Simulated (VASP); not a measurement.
The system is Co.

```
CELL_PARAMETERS angstrom
2.47056 0.00000 0.00000
-1.23528 2.13957 0.00000
0.00000 0.00000 8.08823
ATOMIC_POSITIONS crystal
Co 0.00000 0.00000 0.00000
Co 0.33333 0.66667 0.25000
Co 0.00000 0.00000 0.50000
Co 0.66667 0.33333 0.75000
```

Base run:

* Program: VASP 6.6.1
* Functional: PBE
* Potentials or basis: VASP PAW PBE potentials, release 64 (Co)
* Cutoff: 520 eV
* k mesh: 12 × 12 × 3
* Occupations: fermi-dirac, width 0.025 eV
* Spin: collinear spin, ferromagnetic start
* Starting moments: [3.2, 3.2, 3.2, 3.2] μB

Its results: pressure 4.3 GPa; net moment 6.68 μB per cell; site moments Co +1.67, +1.69 μB.

Q: The run is repeated on the same cell with these changes: occupations from fermi-dirac, width 0.025 eV to fermi-dirac, width 0.25 eV. What comes out?

A: Pressure 3.8 GPa; net moment 5.93 μB per cell; site moments Co +1.49, +1.50 μB.
